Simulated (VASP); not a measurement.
Set up this calculation in VASP 6.6.1, as the native input.

```yaml
Task: single point
Functional: LDA
Potentials_or_basis: VASP PAW LDA potentials, release 64 (Ti_sv, O)
Cutoff: 600 eV
k_mesh: 9 × 6 × 4
Occupations: fermi-dirac, width 0.05 eV
Spin: no spin polarisation
Hubbard_terms: Ti d U = 6.0 eV
Dipole_correction: no
Further_INCAR_settings: ALGO = Normal; EDIFF = 1e-06; NBANDS = 46
```

The structure of TiO2 lies in POSCAR:

```
TiO2
1.0
    2.9682645463      0.0000000000      0.0000000000
    0.0002080834      4.7076067549      0.0000000000
    1.4835696211      0.2423534620      7.0834647979
Ti O
3 6
Direct
    0.0033718700      0.0003888100      0.0007031900
    0.3446402100      0.4802596500      0.3169598700
    0.6617081400      0.5204743600      0.6844963600
    0.4400381600      0.1854376900      0.1285388000
    0.7779263400      0.2977287500      0.4518780700
    0.1012362400      0.3089534200      0.8062432200
    0.9064972100      0.6918369900      0.1951715700
    0.2294071500      0.7030072800      0.5495147300
    0.5680256700      0.8153000600      0.8728271800
```

These files were run (other wordings do the same):

INCAR

```
SYSTEM = TiO2
PREC     = Accurate       ! precision mode
ENCUT    = 600            ! plane-wave cutoff, eV
EDIFF    = 1E-6           ! SCF threshold, eV
ISMEAR   = -1             ! smearing method
SIGMA    = 0.05           ! smearing width, eV
LREAL    = .FALSE.        ! projectors in reciprocal space
LASPH    = .TRUE.         ! aspherical terms in the spheres
NELM     = 200            ! most SCF steps
ALGO     = Normal         ! electronic algorithm
ISIF     = 2              ! what is computed and relaxed
LWAVE    = .FALSE.        ! write WAVECAR
LCHARG   = .FALSE.        ! write CHGCAR
LMAXMIX  = 4              ! l up to which the mixer works
LDAU     = .TRUE.         ! DFT+U
LDAUTYPE = 2            
LDAUL    = 2 -1           ! shell
LDAUU    = 6 0            ! U, eV
LDAUJ    = 0 0          
LDAUPRINT= 1            
NBANDS   = 46             ! bands
GGA_COMPAT= .FALSE.      
KPAR     = 4
```

KPOINTS

```
regular mesh
0
G
  9 6 4
  0 0 0
```

Potentials or basis: VASP PAW LDA potentials, release 64 (Ti_sv, O).

Run with:

```bash
$ cat potpaw_LDA.64/Ti_sv/POTCAR potpaw_LDA.64/O/POTCAR > POTCAR
$ mpirun -np 4 vasp_std > vasp.out
```

It gave:

* Pressure: 3.2 GPa
* Largest force: 0.237 eV/Å
* Band gap on the k mesh: 2.97 eV (least direct gap 3.05 eV)

Caveat: the cell stands under pressure.

It took 3.2 min on 4 MPI ranks on Intel(R) Xeon(R) Platinum 8259CL CPU @ 2.50GHz (Skylake/Cascade Lake), on a shared host, peak memory 0.51 GiB a rank.
